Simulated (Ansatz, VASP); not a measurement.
One calculation of InP, two programs

```
CELL_PARAMETERS angstrom
0.00000 2.98003 2.84593
2.98003 0.00000 2.84593
2.98003 2.98003 0.00000
ATOMIC_POSITIONS crystal
In 0.00000 0.00000 0.00000
P 0.75000 0.75000 0.75000
```

Change from the starting cell: strain -0.0450 x Voigt [0, 0, 1, 0, 0, 0], atoms carried along.

Alike in both runs: task single point; functional PBE; k mesh 10 × 10 × 10; occupations gaussian, width 0.05 eV; no spin polarisation.

```csv
,VASP,Ansatz
version,VASP 6.6.1,Ansatz 0.2.0
potentials or method,"VASP PAW PBE potentials, release 64 (In_d, P), cutoff 520 eV","scalar-relativistic, plane waves, PAW"
valence electrons in the cell,18,18
```

|  | VASP | Ansatz | Ansatz less VASP |
| --- | --- | --- | --- |
| gap on the k mesh at the Fermi level (eV) | 0.55 | 0.55 | +0.003 |
| least direct gap on the mesh (eV) | 0.55 | 0.55 | +0.003 |
| pressure (GPa) | 2.9 | 3.0 | +0.06 |
| traceless stress, the component that is largest in VASP (GPa) | 1.11 | 1.11 | -0.002 |

The functional is the same, so the differences come from potentials, cutoffs and numerics.
